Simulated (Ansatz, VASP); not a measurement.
## Two plane-wave programs on BaF2

Contents of INCAR:

```
ALGO     = Normal         # electronic algorithm
EDIFF    = 1E-7           # SCF threshold, eV
EDIFFG   = -0.01          # ionic threshold
ENCUT    = 600            # plane-wave cutoff, eV
GGA      = PE             # functional
GGA_COMPAT= False        
IBRION   = 2              # ionic algorithm
ISIF     = 3              # what is computed and relaxed
ISMEAR   = 0              # smearing method
IVDW     = 13             # dispersion correction
LASPH    = True           # aspherical terms in the spheres
LCHARG   = False          # write CHGCAR
LREAL    = False          # projectors in reciprocal space
LWAVE    = False          # write WAVECAR
NELM     = 120            # most SCF steps
NELMIN   = 4            
NSW      = 80             # ionic steps
PREC     = Accurate       # precision mode
SIGMA    = 0.01           # smearing width, eV
```

The input KPOINTS:

```
k-points
0
Gamma
  5 5 5
```

POSCAR

```
BaF2
1.0
    0.0000000000      3.1000500000      3.1000500000
    3.1000500000      0.0000000000      3.1000500000
    3.1000500000      3.1000500000      0.0000000000
Ba F
1 2
Direct
    0.0000000000      0.0000000000      0.0000000000
    0.2500000000      0.2500000000      0.2500000000
    0.7500000000      0.7500000000      0.7500000000
```

Input for Ansatz:

```yaml
crystal:
  lattice:
    - [0.0, 3.10005, 3.10005]
    - [3.10005, 0.0, 3.10005]
    - [3.10005, 3.10005, 0.0]
  atoms:
    - { symbol: Ba, position: [0.0, 0.0, 0.0] }
    - { symbol: F, position: [0.25, 0.25, 0.25] }
    - { symbol: F, position: [0.75, 0.75, 0.75] }
basis:
  ecutwfc: 470.0
kpoints:
  mp_grid:
    grid: [5, 5, 5]
hamiltonian:
  xc: pbe
  dispersion: d4
scf:
  occupations:
    method: fixed
relax:
  f_tol: 0.01
  cell: {}
```

Alike in both runs: task relaxation of cell and atoms; functional PBE; dispersion D4; k mesh 5 × 5 × 5; no spin polarisation.

|  | VASP | Ansatz |
| --- | --- | --- |
| version | VASP 6.6.1 | Ansatz 0.2.0 |
| potentials or method | VASP PAW PBE potentials, release 64 (Ba_sv, F), cutoff 600 eV | plane waves, PAW |
| occupations | gaussian, width 0.01 eV | fixed |
| valence electrons in the cell | 24 | 24 |

Ansatz gave:

```
relaxed volume (Å³/atom)                                     : 19.97
relaxed cell length with the largest relative difference (Å) : 4.392
```

Question: Which values does VASP return?

Answer: Relaxed volume (Å³/atom): 20.33; relaxed cell length with the largest relative difference (Å): 4.419.

Spin-orbit coupling is off throughout.
